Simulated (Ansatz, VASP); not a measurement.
# One calculation of WC, two programs

File INCAR:

```
PREC = Accurate
ENCUT = 520
EDIFF = 1E-7
ISMEAR = 0
SIGMA = 0.1
LREAL = F
LASPH = T
NELM = 80
ALGO = Normal
ISIF = 2
LWAVE = F
LCHARG = F
LDIPOL = T
IDIPOL = 3
DIPOL = 0.5 0.5 0.500
GGA = PE
NBANDS = 36
```

The input KPOINTS:

```
regular mesh
0
Gamma
  12 12 1
```

The input POSCAR:

```
WC
1.0
    2.8470769657      0.0000000000      0.0000000000
    0.0000000000      2.9217712149      0.0000000000
    0.0000000000      0.0000000000     21.7475415897
W C
3 3
Direct
    0.0000000000      0.5000000000      0.3448665666
    0.0000000000      0.0000000000      0.4612166416
    0.0000000000      0.5000000000      0.5775667167
    0.5000000000      0.5000000000      0.4224332833
    0.5000000000      0.0000000000      0.5387833584
    0.5000000000      0.5000000000      0.6551334334
```

Input for Ansatz:

```yaml
crystal:
  lattice:
    - [2.8470769657, 0.0, 0.0]
    - [0.0, 2.9217712149, 0.0]
    - [0.0, 0.0, 21.7475415897]
  atoms:
    - { symbol: W, position: [0.0, 0.5, 0.3448665666] }
    - { symbol: C, position: [0.5, 0.5, 0.4224332833] }
    - { symbol: W, position: [0.0, 0.0, 0.4612166416] }
    - { symbol: C, position: [0.5, 0.0, 0.5387833584] }
    - { symbol: W, position: [0.0, 0.5, 0.5775667167] }
    - { symbol: C, position: [0.5, 0.5, 0.6551334334] }
basis:
  ecutwfc: 420
kpoints:
  mp_grid: { grid: [12, 12, 1] }
hamiltonian:
  xc: pbe
scf:
  occupations: { method: gaussian, width: 0.1 }
output:
  forces: true
  stress: true
  eigenvalues: true
  write_density: true
  write_potential: true
  elf: true
  volumetric_format: npy
efield:
  axis: 3
  dipole_correction: true
  ramp_width: 0.04
```

Alike in both runs: task single point; functional PBE; k mesh 12 × 12 × 1; occupations gaussian, width 0.1 eV; no spin polarisation.

|  | VASP | Ansatz |
| --- | --- | --- |
| version | VASP 6.6.1 | Ansatz 0.2.0 |
| potentials or method | VASP PAW PBE potentials, release 64 (W_sv, C), cutoff 520 eV | scalar-relativistic, plane waves, PAW |
| valence electrons in the cell | 54 | 54 |

VASP gave:

```
gap on the k mesh at the Fermi level (eV) : none
rms of the force components (eV/Å)        : 0.877
```

Question: Which values does Ansatz return?

Answer: gap on the k mesh at the Fermi level (eV): none; rms of the force components (eV/Å): 0.884.

A gap of «none» marks a metal or a gap that the smearing closes. Ansatz's warnings: xc potential rough in thin density.

Neither program's run includes spin-orbit coupling.
